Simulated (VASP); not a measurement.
# W (P6/mmm) in VASP: a series of runs

Runs on W. Level: PBEsol. Tasks: single point, relaxation of cell and atoms.

Program: VASP 6.6.1. These are calculated values, not measurements. Logs are shortened: lines on timing, memory, paths and dates and some standing lists are left out, and cuts for length are marked.

**1. The cell of the first run**

It takes space group P6/mmm (No. 191, hexagonal). The conventional cell has a = 2.673 Å, b = 2.673 Å, c = 2.474 Å, α = 90.00°, β = 90.00°, γ = 120.00°. Within 3.3 Å of W (site symmetry 6/mmm) lie 8 W at 2.47 to 2.67 Å.

**2. Single point, PBEsol**

Input file INCAR:

```
PREC = Accurate ; ENCUT = 520
EDIFF = 1E-6 ; ISMEAR = -1
SIGMA = 0.1 ; LREAL = False
LASPH = True ; NELM = 100
ALGO = Normal ; ISIF = 2
LWAVE = False ; LCHARG = True
GGA = PS ; LELF = True
LVHAR = True ; NBANDS = 13
```

Input file KPOINTS:

```
regular mesh
0
Gamma
  17 17 15
```

Input file POSCAR:

```
W
1.0
    2.6733533194      0.0000000000      0.0000000000
   -1.3366766597      2.3151918878      0.0000000000
    0.0000000000      0.0000000000      2.4736518294
W
1
Direct
    0.0000000000      0.0000000000      0.0000000000
```

Potentials or basis: VASP PAW PBE potentials, release 64 (W_sv).

Run with:

```bash
$ cat potpaw_PBE.64/W_sv/POTCAR > POTCAR
$ mpirun -np 1 vasp_std > vasp.out
```

OUTCAR:

```text
PREC = Accurate
   ENCUT = 520
   EDIFF = 1E-6
   ISMEAR = -1
   LREAL = False
   LASPH = True
   NELM = 100
   ISIF = 2
   GGA = PS

 ion  position               nearest neighbor table
   1  0.000  0.000  0.000-

  LATTYP: Found a hexagonal cell.
 ALAT       =     2.6733533194
 C/A-ratio  =     0.9252992530

  Lattice vectors:

 A1 = (   2.6733533194,   0.0000000000,   0.0000000000)
 A2 = (  -1.3366766597,   2.3151918878,   0.0000000000)
 A3 = (   0.0000000000,   0.0000000000,   2.4736518294)

Analysis of symmetry for initial positions (statically):
=====================================================================
 Subroutine PRICEL returns:
 Original cell was already a primitive cell.

 Routine SETGRP: Setting up the symmetry group for a
 hexagonal supercell.

 Subroutine GETGRP returns: Found 24 space group operations
 (whereof 24 operations were pure point group operations)
 out of a pool of 24 trial point group operations.

The static configuration has the point symmetry D_6h.

Analysis of symmetry for dynamics (positions and initial velocities):
=====================================================================
 Subroutine PRICEL returns:
 Original cell was already a primitive cell.

 Routine SETGRP: Setting up the symmetry group for a
 hexagonal supercell.

 Subroutine GETGRP returns: Found 24 space group operations
 (whereof 24 operations were pure point group operations)
 out of a pool of 24 trial point group operations.

The dynamic configuration has the point symmetry D_6h.

 Subroutine INISYM returns: Found 24 space group operations
 (whereof 24 operations are pure point group operations),
 and found     1 'primitive' translations

----------------------------------------------------------------------------------------

                                     Primitive cell

  volume of cell :      15.3102

  direct lattice vectors                    reciprocal lattice vectors
     2.673353319  0.000000000  0.000000000     0.374062041  0.215964820  0.000000000
    -1.336676660  2.315191888  0.000000000     0.000000000  0.431929641  0.000000000
     0.000000000  0.000000000  2.473651829     0.000000000  0.000000000  0.404260611

  length of vectors
     2.673353319  2.673353319  2.473651829     0.431929641  0.431929641  0.404260611

  position of ions in fractional coordinates (direct lattice)
     0.000000000  0.000000000  0.000000000

  ion indices of the primitive-cell ions
[... 75 lines left out ...]
   LREAL  =      F    real-space projection
   EDIFFG = 0.1E-04   stopping-criterion for IOM
   NSW    =      0    number of steps for IOM
   IBRION =     -1    ionic relax: 0-MD 1-quasi-New 2-CG
   NFREE  =      0    steps in history (QN), initial steepest desc. (CG)
   ISIF   =      2    stress and relaxation
   ISYM   =      2    0-nonsym 1-usesym 2-fastsym
   POTIM  = 0.5000    time-step for ionic-motion
   TEBEG  =    0.0;   TEEND  =   0.0 temperature during run
   PSTRESS=    0.0 pullay stress
   NELECT =      14.0000    total number of electrons
   NUPDOWN=      -1.0000    fix difference up-down
   EMIN   =  10.00;   EMAX   =-10.00  energy-range for DOS
   EFERMI =   0.00;   METHOD = LEGACY
   ISMEAR =    -1;   SIGMA  =   0.10  broadening in eV -4-tet -1-fermi 0-gaus
   EFERMI_NEDOS =   21; number of points for ismear=-14 and -15
   IALGO  =     38    algorithm
   IMIX   =      4    mixing-type and parameters
     AMIX     =   0.40;   BMIX     =  1.00
     AMIX_MAG =   1.60;   BMIX_MAG =  1.00
  volume/ion in A,a.u.               =      15.31       103.32
  Fermi-wavevector in a.u.,A,eV,Ry     =   1.588999  3.002772 34.353578  2.524917
  Thomas-Fermi vector in A             =   2.687916
   LORBIT       =      0    0 simple, 1 ext, 2 COOP (PROOUT), +10 PAW based schemes
   GGA     = PS    functional components
   LHFCALC =     F    Hartree Fock is set to
   AEXX    =    0.0000 exact exchange contribution
   IVDW    =     0    specifies the selected vdW correction
   LEPSILON=     F    determine dielectric tensor
   LRPA    =     F    only Hartree local field effects (RPA)
 non-spin polarized calculation
  energy-cutoff  :      520.00
  volume of cell :       15.31
 maximum number of plane-waves:       435
 NGX is ok and might be reduce to    20
   NGX =  9   NGY =  9   NGZ =  9

 number of electron      14.0000003 magnetization

 Free energy of the ion-electron system (eV)
  ---------------------------------------------------
  ext. energy  EPLUGINS =         0.00000000
  ---------------------------------------------------
  free energy    TOTEN  =       -12.46183201 eV

  energy without entropy =      -12.44104494  energy(sigma->0) =      -12.45143848

 E-fermi :  11.6851     XC(G=0): -13.8683

 val. band max:       11.6791680255   @ k =   0.0588  -0.0000   0.3333
 cond. band min:      11.6948674875   @ k =   0.0588  -0.0000   0.4667
 fundamental gap:      0.0156994620
 Fermi energy:        11.6850544849

 k-point     1 :       0.0000    0.0000    0.0000
  band No.  band energies     occupation
      1     -62.2197      2.00000
      2     -25.6459      2.00000
      3     -25.6459      2.00000
      4     -25.5435      2.00000
      5       2.0613      2.00000
      6       6.4363      2.00000
      7      10.6814      1.99991
      8      10.6814      1.99991
      9      17.6575      0.00000
     10      17.6575      0.00000
     11      24.3610      0.00000
     12      27.9909      0.00000
     13      32.8896      0.00000
[... 354 lines left out ...]
  band No.  band energies     occupation
      1     -62.1076      2.00000
      2     -26.7057      2.00000
      3     -26.0208      2.00000
      4     -25.4178      2.00000
      5       5.3018      2.00000
      6       8.0477      2.00000
      7       8.2798      2.00000
      8      14.5641      0.00000
      9      14.9775      0.00000
     10      16.6186      0.00000
     11      24.9181      0.00000
     12      26.8188      0.00000
     13      33.2291      0.00000

 [... further k-points ...]
[... 5 lines left out ...]
  --------------------------------------------------------------------------------------
  -------------------------------------------------------------------------------------
  Total        3.0622930      3.0622930      3.1794789      0.0000000      0.0000000      0.0000000
  in kB      320.4611583    320.4611583    332.7243659      0.0000000      0.0000000      0.0000000
  external PRESSURE =     324.5488942 kB  Pullay stress =       0.0000000 kB

 VOLUME and BASIS-vectors are now :
 -----------------------------------------------------------------------------
  energy-cutoff  :      520.00
  volume of cell :       15.31
      direct lattice vectors                 reciprocal lattice vectors
     2.673353319  0.000000000  0.000000000     0.374062041  0.215964820  0.000000000
    -1.336676660  2.315191888  0.000000000     0.000000000  0.431929641  0.000000000
     0.000000000  0.000000000  2.473651829     0.000000000  0.000000000  0.404260611

 POSITION                                       TOTAL-FORCE (eV/Angst)
 -----------------------------------------------------------------------------------
      0.00000      0.00000      0.00000         0.000000      0.000000      0.000000
 -----------------------------------------------------------------------------------
    total drift:                               -0.000000      0.000000     -0.000000

  FREE ENERGIE OF THE ION-ELECTRON SYSTEM (eV)
  ---------------------------------------------------
  free  energy   TOTEN  =       -12.4618320056 eV

  energy  without entropy=      -12.4410449449  energy(sigma->0) =      -12.45143848
```

Wall time 37 s (1 thread of AMD EPYC 7R43 (Zen 3), shared host); peak memory 0.13 GiB.

What came out:

```yaml
Free_energy: -12.4618 eV
Pressure: 32.5 GPa
Band_gap_on_the_k_mesh: zero (band 7 reaches 12.35 eV, above the bottom of band 8 at 10.68 eV)
```

Stress tensor (GPa, compression positive):
```
32.05  0.00  0.00
 0.00 32.05  0.00
 0.00  0.00 33.27
```

Caveat: the PAW data sets were made with another functional, which shifts forces and pressure a little; spin-orbit coupling is left out, which moves the levels of the heavy elements.

(Continued in part 2 of 2.)
